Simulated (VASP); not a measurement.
**Ga2TeO2: single point with PBE**

Crystal: Ga2TeO2.

```
CELL_PARAMETERS angstrom
4.35462 0.00000 0.00000
0.00000 4.35462 0.00000
0.00000 0.00000 5.09798
ATOMIC_POSITIONS crystal
Ga 0.50000 0.50000 0.33487
Ga 0.50000 0.50000 0.66513
Te 0.50000 0.50000 0.00000
O 0.50000 0.00000 0.50000
O 0.00000 0.50000 0.50000
```

The cell was built from a structure type or drawn by symmetry, and may not be a known phase.

```yaml
Program: VASP 6.6.1
Task: single point
Functional: PBE
Potentials_or_basis: VASP PAW PBE potentials, release 64 (Ga_d, Te, O)
Cutoff: 520 eV
k_mesh: 4 × 4 × 4
Occupations: gaussian, width 0.1 eV
Spin: no spin polarisation
Dipole_correction: no
Further_INCAR_settings: ALGO = Normal; EDIFF = 1e-06; NBANDS = 30
```

```yaml
Pressure: 93.4 GPa
Largest_force: 13.176 eV/Å
Band_gap_on_the_k_mesh: zero (bands 22 and 23 overlap by 0.61 eV)
```

Forces on the atoms (eV/Å):
```
Ga    0.000   0.000  13.176
Ga    0.000   0.000 -13.176
Te    0.000   0.000   0.000
O     0.000   0.000   0.000
O     0.000   0.000   0.000
```

Stress tensor (GPa, compression positive):
```
-11.06   0.00   0.00
  0.00 -11.06   0.00
  0.00   0.00 302.34
```

Levels at points of the mesh, in eV from the Fermi level:
| k point | band 18 | band 19 | band 20 | band 21 | band 22 | band 23 | band 24 | band 25 | band 26 | band 27 |
| --- | --- | --- | --- | --- | --- | --- | --- | --- | --- | --- |
| (0.00, 0.00, 0.00) | -0.82 | -0.55 | -0.55 | -0.38 | -0.36 | -0.36 | 5.11 | 5.11 | 5.22 | 6.74 |
| (0.50, 0.00, 0.00) | -1.78 | -0.69 | -0.66 | -0.57 | -0.45 | 0.95 | 5.32 | 5.95 | 6.13 | 6.79 |
| (0.50, 0.50, 0.00) | -1.79 | -1.73 | -1.73 | -1.37 | 0.26 | 2.51 | 5.62 | 5.62 | 5.91 | 6.48 |
| (0.00, 0.00, 0.50) | -1.83 | -1.50 | -1.39 | -0.93 | -0.36 | -0.36 | 5.32 | 5.83 | 5.83 | 7.56 |
| (0.50, 0.00, 0.50) | -1.69 | -1.18 | -1.14 | -0.68 | 0.02 | 1.41 | 2.92 | 5.62 | 5.99 | 8.31 |
| (0.50, 0.50, 0.50) | -1.74 | -1.37 | 0.08 | 0.08 | 0.26 | 2.27 | 2.27 | 2.93 | 5.40 | 6.02 |

Run time: 20 s on 1 thread of Intel(R) Xeon(R) 6975P-C (Granite Rapids), on a shared host, peak memory 0.21 GiB.

Caveat: the k points lie up to 0.36 Å⁻¹ apart, too coarse for converged energies and pressures of a metal; atoms lie so close that the PAW spheres overlap strongly, which falsifies energies and pressures; spin-orbit coupling is left out, which moves the levels of the heavy elements; forces of over 1 eV/Å act on the atoms, so gaps and moduli don't describe the material at rest.
